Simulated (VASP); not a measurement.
# Mg (Fm-3m) in VASP: notebook

Mg is run at these levels: r2SCAN; tasks: single point.

Everything below comes from runs of VASP 6.6.1. Logs are shortened: lines on timing, memory, paths and dates and some standing lists are left out, and cuts for length are marked.

## 1. The cell of the first run

The structure is cubic, space group Fm-3m (No. 225). The conventional cell has a = 4.372 Å, b = 4.372 Å, c = 4.372 Å, α = 90.00°, β = 90.00°, γ = 90.00°. Mg (site symmetry m-3m) has 12 Mg at 3.09 Å within 4.1 Å.

This isn't the form of Mg at room conditions, which is hcp.

## 2. Single point, r2SCAN (20.90 Å³/atom)

The input, POSCAR:

```
Mg
1.0
    0.0000000000      2.1861099443      2.1861099443
    2.1861099443      0.0000000000      2.1861099443
    2.1861099443      2.1861099443      0.0000000000
Mg
1
Direct
    0.0000000000      0.0000000000      0.0000000000
```

The input, INCAR.step1:

```
SYSTEM = Mg
PREC     = Accurate       ! precision mode
ENCUT    = 520            ! plane-wave cutoff, eV
ISMEAR   = -1             ! smearing method
SIGMA    = 0.1            ! smearing width, eV
LREAL    = .FALSE.        ! projectors in reciprocal space
LASPH    = .TRUE.         ! aspherical terms in the spheres
NELM     = 80             ! most SCF steps
NBANDS   = 7              ! bands
GGA      = PE             ! functional
ALGO     = Normal         ! electronic algorithm
EDIFF    = 1E-4           ! SCF threshold, eV
LWAVE    = .TRUE.         ! write WAVECAR
LCHARG   = .FALSE.        ! write CHGCAR
```

The input, INCAR.step2:

```
SYSTEM = Mg
PREC     = Accurate       ! precision mode
ENCUT    = 520            ! plane-wave cutoff, eV
EDIFF    = 1E-6           ! SCF threshold, eV
ISMEAR   = -1             ! smearing method
SIGMA    = 0.1            ! smearing width, eV
LREAL    = .FALSE.        ! projectors in reciprocal space
LASPH    = .TRUE.         ! aspherical terms in the spheres
NELM     = 80             ! most SCF steps
ALGO     = Normal         ! electronic algorithm
ISIF     = 2              ! what is computed and relaxed
LWAVE    = .FALSE.        ! write WAVECAR
LCHARG   = .TRUE.         ! write CHGCAR
METAGGA  = R2SCAN         ! meta-GGA
LMIXTAU  = .TRUE.       
LELF     = .TRUE.         ! ELF
LVHAR    = .TRUE.       
NBANDS   = 7              ! bands
ISTART   = 1
```

The input, KPOINTS:

```
regular mesh
0
G
  14 14 14
  0 0 0
```

Potentials or basis: VASP PAW PBE potentials, release 64 (Mg).

On the command line:

```bash
$ cat potpaw_PBE.64/Mg/POTCAR > POTCAR
$ cp INCAR.step1 INCAR
$ mpirun -np 1 vasp_std > vasp.out
$ cp INCAR.step2 INCAR
$ mpirun -np 1 vasp_std > vasp.out
```

OUTCAR:

```text
SYSTEM = Mg
   PREC = Accurate
   ENCUT = 520
   EDIFF = 1E-6
   ISMEAR = -1
   LREAL = .FALSE.
   LASPH = .TRUE.
   NELM = 80
   ISIF = 2
   METAGGA = R2SCAN
   ISTART = 1

 ion  position               nearest neighbor table
   1  0.000  0.000  0.000-

  LATTYP: Found a face centered cubic cell.
 ALAT       =     4.3722198886

  Lattice vectors:

 A1 = (   0.0000000000,   2.1861099443,   2.1861099443)
 A2 = (   2.1861099443,   0.0000000000,   2.1861099443)
 A3 = (   2.1861099443,   2.1861099443,   0.0000000000)

Analysis of symmetry for initial positions (statically):
=====================================================================
 Subroutine PRICEL returns:
 Original cell was already a primitive cell.

 Routine SETGRP: Setting up the symmetry group for a
 face centered cubic supercell.

 Subroutine GETGRP returns: Found 48 space group operations
 (whereof 48 operations were pure point group operations)
 out of a pool of 48 trial point group operations.

The static configuration has the point symmetry O_h .

Analysis of symmetry for dynamics (positions and initial velocities):
=====================================================================
 Subroutine PRICEL returns:
 Original cell was already a primitive cell.

 Routine SETGRP: Setting up the symmetry group for a
 face centered cubic supercell.

 Subroutine GETGRP returns: Found 48 space group operations
 (whereof 48 operations were pure point group operations)
 out of a pool of 48 trial point group operations.

The dynamic configuration has the point symmetry O_h .

 Subroutine INISYM returns: Found 48 space group operations
 (whereof 48 operations are pure point group operations),
 and found     1 'primitive' translations

----------------------------------------------------------------------------------------

                                     Primitive cell

  volume of cell :      20.8952

  direct lattice vectors                    reciprocal lattice vectors
     0.000000000  2.186109944  2.186109944    -0.228716768  0.228716768  0.228716768
     2.186109944  0.000000000  2.186109944     0.228716768 -0.228716768  0.228716768
     2.186109944  2.186109944  0.000000000     0.228716768  0.228716768 -0.228716768

  length of vectors
     3.091626332  3.091626332  3.091626332     0.396149062  0.396149062  0.396149062

  position of ions in fractional coordinates (direct lattice)
     0.000000000  0.000000000  0.000000000

  ion indices of the primitive-cell ions
   primitive index   ion index
                 1           1

----------------------------------------------------------------------------------------

 KPOINTS: regular mesh

Automatic generation of k-mesh.
 Grid dimensions read from file:
 generate k-points for:   14   14   14

 Generating k-lattice:

  Cartesian coordinates                     Fractional coordinates (reciprocal lattice)
    -0.016336912  0.016336912  0.016336912     0.071428571  0.000000000  0.000000000
     0.016336912 -0.016336912  0.016336912     0.000000000  0.071428571  0.000000000
     0.016336912  0.016336912 -0.016336912     0.000000000  0.000000000  0.071428571

  Length of vectors
     0.028296362  0.028296362  0.028296362

  Shift w.r.t. Gamma in fractional coordinates (k-lattice)
     0.000000000  0.000000000  0.000000000

 Subroutine IBZKPT returns following result:
 ===========================================

 Found    104 irreducible k-points:

 Following reciprocal coordinates:
            Coordinates               Weight
  0.000000  0.000000  0.000000      1.000000
  0.071429  0.000000  0.000000      8.000000
  0.142857  0.000000  0.000000      8.000000
  0.214286  0.000000  0.000000      8.000000
  0.285714  0.000000  0.000000      8.000000
  0.357143  0.000000  0.000000      8.000000
[... 16 lines left out ...]
  0.214286  0.142857  0.000000     24.000000
  0.285714  0.142857  0.000000     24.000000
 [... further k-points ...]
   k-points           NKPTS =    104   k-points in BZ     NKDIM =    104   number of bands    NBANDS=      7
[... 40 lines left out ...]

 Free energy of the ion-electron system (eV)
  ---------------------------------------------------
  ext. energy  EPLUGINS =         0.00000000
  ---------------------------------------------------
  free energy    TOTEN  =        -4.12020595 eV

  energy without entropy =       -4.10748571  energy(sigma->0) =       -4.11384583

 E-fermi :   3.1239     XC(G=0):  -9.3530

 val. band max:        2.9824824040   @ k =  -0.4286   0.5000   0.0714
 cond. band min:       3.1350269896   @ k =  -0.4286   0.4286   0.0000
 fundamental gap:      0.1525445856
 Fermi energy:         3.1239197463

 k-point     1 :       0.0000    0.0000    0.0000
  band No.  band energies     occupation
      1      -4.6653      2.00000
      2      16.9473      0.00000
      3      16.9473      0.00000
      4      16.9473      0.00000
      5      19.4537      0.00000
      6      19.7347      0.00000
      7      19.7347      0.00000

 k-point     2 :       0.0714    0.0000    0.0000
  band No.  band energies     occupation
      1      -4.5368      2.00000
      2      15.1267      0.00000
      3      16.7254      0.00000
      4      16.7254      0.00000
      5      19.4255      0.00000
      6      20.1632      0.00000
      7      20.1632      0.00000

 k-point     3 :       0.1429    0.0000    0.0000
  band No.  band energies     occupation
      1      -4.1526      2.00000
      2      12.5097      0.00000
      3      16.3051      0.00000
      4      16.3052      0.00000
      5      19.0100      0.00000
      6      21.1385      0.00000
      7      21.1385      0.00000

 k-point     4 :       0.2143    0.0000    0.0000
  band No.  band energies     occupation
      1      -3.5158      2.00000
      2       9.9520      0.00000
      3      15.9375      0.00000
      4      15.9375      0.00000
      5      18.5897      0.00000
      6      20.2153      0.00000
      7      20.2153      0.00000

 k-point     5 :       0.2857    0.0000    0.0000
  band No.  band energies     occupation
      1      -2.6322      2.00000
      2       7.5498      0.00000
      3      15.7045      0.00000
      4      15.7045      0.00000
      5      18.2938      0.00000
      6      19.0522      0.00000
      7      19.0522      0.00000
[... 161 lines left out ...]
 k-point    22 :       0.1429    0.1429    0.0000
  band No.  band energies     occupation
      1      -3.9823      2.00000
      2      13.9371      0.00000
      3      14.5937      0.00000
      4      14.5937      0.00000
      5      17.2181      0.00000
      6      19.2510      0.00000
      7      23.2371      0.00000

 k-point    23 :       0.2143    0.1429    0.0000
  band No.  band energies     occupation
      1      -3.5157      2.00000
      2      11.8623      0.00000
      3      14.0182      0.00000
      4      14.6251      0.00000
      5      16.3130      0.00000
      6      18.7421      0.00000
      7      23.2528      0.00000

 k-point    24 :       0.2857    0.1429    0.0000
  band No.  band energies     occupation
      1      -2.7996      2.00000
      2       9.4609      0.00000
      3      13.6436      0.00000
      4      14.1450      0.00000
      5      15.7178      0.00000
      6      19.4984      0.00000
      7      22.8056      0.00000

 [... further k-points ...]
[... 5 lines left out ...]
  --------------------------------------------------------------------------------------
  -------------------------------------------------------------------------------------
  Total        0.4726192      0.4726192      0.4726192      0.0000000      0.0000000     -0.0000000
  in kB       36.2389774     36.2389774     36.2389774      0.0000000      0.0000000     -0.0000000
  external PRESSURE =      36.2389774 kB  Pullay stress =       0.0000000 kB

 VOLUME and BASIS-vectors are now :
 -----------------------------------------------------------------------------
  energy-cutoff  :      520.00
  volume of cell :       20.90
      direct lattice vectors                 reciprocal lattice vectors
     0.000000000  2.186109944  2.186109944    -0.228716768  0.228716768  0.228716768
     2.186109944  0.000000000  2.186109944     0.228716768 -0.228716768  0.228716768
     2.186109944  2.186109944  0.000000000     0.228716768  0.228716768 -0.228716768

 POSITION                                       TOTAL-FORCE (eV/Angst)
 -----------------------------------------------------------------------------------
      0.00000      0.00000      0.00000         0.000000      0.000000      0.000000
 -----------------------------------------------------------------------------------
    total drift:                                0.000000      0.000000     -0.000000

  FREE ENERGIE OF THE ION-ELECTRON SYSTEM (eV)
  ---------------------------------------------------
  free  energy   TOTEN  =        -4.1202059533 eV

  energy  without entropy=       -4.1074857142  energy(sigma->0) =       -4.11384583
```

It took 34 s on 1 thread of AMD EPYC 7R13 (Zen 3), shared host; peak memory 0.12 GiB.

What came out:

* Free energy: -4.1202 eV
* Pressure: 3.6 GPa
* Band gap on the k mesh: zero (bands 1 and 2 overlap by 2.30 eV)

Caveat: the cell stands under pressure; the PAW data sets were made with another functional, which shifts forces and pressure a little.

## 3. Single point, r2SCAN (21.80 Å³/atom)

This run uses another cell than the first one, of 21.80 Å³/atom.

The input, POSCAR:

```
Mg
1.0
    0.0000000000      2.2173443063      2.2173443063
    2.2173443063      0.0000000000      2.2173443063
    2.2173443063      2.2173443063      0.0000000000
Mg
1
Direct
    0.0000000000      0.0000000000      0.0000000000
```

The input, INCAR.step1:

```
PREC     = Accurate       # precision mode
ENCUT    = 520            # plane-wave cutoff, eV
ISMEAR   = -1             # smearing method
SIGMA    = 0.1            # smearing width, eV
LREAL    = F              # projectors in reciprocal space
LASPH    = T              # aspherical terms in the spheres
NELM     = 60             # most SCF steps
NBANDS   = 7              # bands
GGA      = PE             # functional
ALGO     = Normal         # electronic algorithm
EDIFF    = 1E-4           # SCF threshold, eV
LWAVE    = T              # write WAVECAR
LCHARG   = F              # write CHGCAR
```

The input, INCAR.step2:

```
PREC     = Accurate       # precision mode
ENCUT    = 520            # plane-wave cutoff, eV
EDIFF    = 1E-6           # SCF threshold, eV
ISMEAR   = -1             # smearing method
SIGMA    = 0.1            # smearing width, eV
LREAL    = F              # projectors in reciprocal space
LASPH    = T              # aspherical terms in the spheres
NELM     = 60             # most SCF steps
ALGO     = Normal         # electronic algorithm
ISIF     = 2              # what is computed and relaxed
LWAVE    = F              # write WAVECAR
LCHARG   = F              # write CHGCAR
METAGGA  = R2SCAN         # meta-GGA
LMIXTAU  = T            
NBANDS   = 7              # bands
ISTART   = 1
```

The input, KPOINTS:

```
regular mesh
0
Gamma
  14 14 14
```

Potentials or basis: VASP PAW PBE potentials, release 64 (Mg).

On the command line:

```bash
$ cat potpaw_PBE.64/Mg/POTCAR > POTCAR
$ cp INCAR.step1 INCAR
$ mpirun -np 1 vasp_std > vasp.out
$ cp INCAR.step2 INCAR
$ mpirun -np 1 vasp_std > vasp.out
```

Run time: 33 s. Hardware: 1 thread of AMD EPYC 7R13 (Zen 3), shared host; peak memory 0.12 GiB.

Results (log left out):

```
Free energy            : -4.1347 eV
Pressure               : 1.5 GPa
Band gap on the k mesh : zero (bands 1 and 2 overlap by 2.29 eV)
```

Levels at points of the mesh, in eV from the Fermi level:
| k point | band 1 | band 2 | band 3 | band 4 |
| --- | --- | --- | --- | --- |
| (0.00, 0.00, 0.00) | -7.59 | 13.54 | 13.54 | 13.54 |
| (0.50, 0.00, 0.00) | -2.00 | -1.22 | 12.32 | 12.32 |
| (0.50, 0.50, 0.00) | -0.28 | 0.93 | 6.56 | 7.77 |

Caveat: the PAW data sets were made with another functional, which shifts forces and pressure a little.

## 4. Single point, r2SCAN (22.71 Å³/atom)

This run uses another cell than the first one, of 22.71 Å³/atom.

The input, POSCAR:

```
Mg
1.0
    0.0000000000      2.2477226608      2.2477226608
    2.2477226608      0.0000000000      2.2477226608
    2.2477226608      2.2477226608      0.0000000000
Mg
1
Direct
    0.0000000000      0.0000000000      0.0000000000
```

The input, INCAR.step1:

```
SYSTEM = Mg
PREC = Accurate
ENCUT = 520
ISMEAR = -1
SIGMA = 0.1
LREAL = .False.
LASPH = .True.
NELM = 100
NBANDS = 7
GGA = PE
ALGO = Normal
EDIFF = 1E-4
LWAVE = .True.
LCHARG = .False.
```

The input, INCAR.step2:

```
SYSTEM = Mg
PREC = Accurate
ENCUT = 520
EDIFF = 1E-7
ISMEAR = -1
SIGMA = 0.1
LREAL = .False.
LASPH = .True.
NELM = 100
ALGO = Normal
ISIF = 2
LWAVE = .False.
LCHARG = .False.
METAGGA = R2SCAN
LMIXTAU = .True.
NBANDS = 7
ISTART = 1
```

The input, KPOINTS:

```
Automatic mesh
0
Gamma
  14 14 14
  0 0 0
```

On the command line:

```bash
$ cat potpaw_PBE.64/Mg/POTCAR > POTCAR
$ cp INCAR.step1 INCAR
$ mpirun -np 1 vasp_std > vasp.out
$ cp INCAR.step2 INCAR
$ mpirun -np 1 vasp_std > vasp.out
```

It took 39 s on 1 thread of AMD EPYC 7R13 (Zen 3), shared host; peak memory 0.12 GiB.

It converged, with:

```yaml
Free_energy: -4.1385 eV
Pressure: -0.2 GPa
Band_gap_on_the_k_mesh: zero (bands 1 and 2 overlap by 2.28 eV)
```

Levels at points of the mesh, in eV from the Fermi level:
| k point | band 1 | band 2 | band 3 | band 4 | band 5 |
| --- | --- | --- | --- | --- | --- |
| (0.00, 0.00, 0.00) | -7.41 | 13.28 | 13.28 | 13.28 | 15.59 |
| (0.50, 0.00, 0.00) | -1.93 | -1.23 | 12.09 | 12.09 | 13.19 |
| (0.50, 0.50, 0.00) | -0.27 | 0.91 | 6.48 | 7.54 | 7.54 |

Caveat: the PAW data sets were made with another functional, which shifts forces and pressure a little.

## 5. Single point, r2SCAN (23.62 Å³/atom)

This run uses another cell than the first one, of 23.62 Å³/atom.

The input, POSCAR:

```
Mg
1.0
    0.0000000000      2.2773013510      2.2773013510
    2.2773013510      0.0000000000      2.2773013510
    2.2773013510      2.2773013510      0.0000000000
Mg
1
Direct
    0.0000000000      0.0000000000      0.0000000000
```

The input, INCAR.step1:

```
SYSTEM = Mg
PREC = Accurate ; ENCUT = 520
ISMEAR = -1 ; SIGMA = 0.1
LREAL = .FALSE. ; LASPH = .TRUE.
NELM = 60 ; NBANDS = 7
GGA = PE ; ALGO = Normal
EDIFF = 1E-4 ; LWAVE = .TRUE.
LCHARG = .FALSE.
```

The input, INCAR.step2:

```
SYSTEM = Mg
PREC = Accurate ; ENCUT = 520
EDIFF = 1E-6 ; ISMEAR = -1
SIGMA = 0.1 ; LREAL = .FALSE.
LASPH = .TRUE. ; NELM = 60
ALGO = Normal ; ISIF = 2
LWAVE = .FALSE. ; LCHARG = .FALSE.
METAGGA = R2SCAN ; LMIXTAU = .TRUE.
NBANDS = 7 ; ISTART = 1
```

The input, KPOINTS:

```
regular mesh
0
G
  14 14 14
  0 0 0
```

On the command line:

```bash
$ cat potpaw_PBE.64/Mg/POTCAR > POTCAR
$ cp INCAR.step1 INCAR
$ mpirun -np 1 vasp_std > vasp.out
$ cp INCAR.step2 INCAR
$ mpirun -np 1 vasp_std > vasp.out
```

It took 33 s on 1 thread of AMD EPYC 7R13 (Zen 3), shared host; peak memory 0.12 GiB.

It converged, with:

* Free energy: -4.1335 eV
* Pressure: -1.6 GPa
* Band gap on the k mesh: zero (bands 1 and 2 overlap by 2.27 eV)

Levels at points of the mesh, in eV from the Fermi level:
```csv
k point,band 1,band 2,band 3,band 4
"(0.00, 0.00, 0.00)",-7.24,13.03,13.03,13.03
"(0.50, 0.00, 0.00)",-1.87,-1.23,11.88,11.88
"(0.50, 0.50, 0.00)",-0.25,0.89,6.41,7.33
```

Caveat: the PAW data sets were made with another functional, which shifts forces and pressure a little.

## 6. Single point, r2SCAN (24.53 Å³/atom)

This run uses another cell than the first one, of 24.53 Å³/atom.

The input, POSCAR:

```
Mg
1.0
    0.0000000000      2.3061310109      2.3061310109
    2.3061310109      0.0000000000      2.3061310109
    2.3061310109      2.3061310109      0.0000000000
Mg
1
Direct
    0.0000000000      0.0000000000      0.0000000000
```

The input, INCAR.step1:

```
PREC     = Accurate       # precision mode
ENCUT    = 520            # plane-wave cutoff, eV
ISMEAR   = -1             # smearing method
SIGMA    = 0.1            # smearing width, eV
LREAL    = F              # projectors in reciprocal space
LASPH    = T              # aspherical terms in the spheres
NELM     = 80             # most SCF steps
NBANDS   = 7              # bands
GGA      = PE             # functional
ALGO     = Normal         # electronic algorithm
EDIFF    = 1E-4           # SCF threshold, eV
LWAVE    = T              # write WAVECAR
LCHARG   = F              # write CHGCAR
```

The input, INCAR.step2:

```
PREC     = Accurate       # precision mode
ENCUT    = 520            # plane-wave cutoff, eV
EDIFF    = 1E-6           # SCF threshold, eV
ISMEAR   = -1             # smearing method
SIGMA    = 0.1            # smearing width, eV
LREAL    = F              # projectors in reciprocal space
LASPH    = T              # aspherical terms in the spheres
NELM     = 80             # most SCF steps
ALGO     = Normal         # electronic algorithm
ISIF     = 2              # what is computed and relaxed
LWAVE    = F              # write WAVECAR
LCHARG   = F              # write CHGCAR
METAGGA  = R2SCAN         # meta-GGA
LMIXTAU  = T            
NBANDS   = 7              # bands
ISTART   = 1
```

The input, KPOINTS:

```
Automatic mesh
0
Gamma
  14 14 14
```

Potentials or basis: VASP PAW PBE potentials, release 64 (Mg).

On the command line:

```bash
$ cat potpaw_PBE.64/Mg/POTCAR > POTCAR
$ cp INCAR.step1 INCAR
$ mpirun -np 1 vasp_std > vasp.out
$ cp INCAR.step2 INCAR
$ mpirun -np 1 vasp_std > vasp.out
```

It took 39 s on 1 thread of AMD EPYC 7R13 (Zen 3), shared host; peak memory 0.12 GiB.

The run converged. Its results:

* Free energy: -4.1212 eV
* Pressure: -2.7 GPa
* Band gap on the k mesh: zero (bands 1 and 2 overlap by 2.26 eV)

Levels at points of the mesh, in eV from the Fermi level:
```csv
k point,band 1,band 2,band 3,band 4,band 5
"(0.00, 0.00, 0.00)",-7.08,12.79,12.79,12.79,14.69
"(0.50, 0.00, 0.00)",-1.80,-1.23,11.68,11.68,12.41
"(0.50, 0.50, 0.00)",-0.24,0.86,6.34,7.13,7.13
```

Caveat: the PAW data sets were made with another functional, which shifts forces and pressure a little.

## 7. The runs side by side

| cell | gap on the mesh (eV) | pressure (GPa) |
| --- | --- | --- |
| a = 3.092 Å, angles 60.0°, 1 atom | none | 3.6 |
| a = 3.136 Å, angles 60.0°, 1 atom | none | 1.5 |
| a = 3.179 Å, angles 60.0°, 1 atom | none | -0.2 |
| a = 3.221 Å, angles 60.0°, 1 atom | none | -1.6 |
| a = 3.261 Å, angles 60.0°, 1 atom | none | -2.7 |

Alike in all rows: task single point; level r2SCAN; potentials or basis VASP PAW PBE potentials, release 64 (Mg); no spin polarisation; k mesh 14 × 14 × 14; cutoff (eV) 520; smearing fermi-dirac 0.1 eV.

Caveats: the PAW data sets were made with another functional, which shifts forces and pressure a little; the cell stands under pressure (at least some runs).

Total energies depend on the potentials used, so only differences within one code and one set of settings carry meaning.

The gap in the log of VASP goes by the Fermi energy; the results here count the filled bands.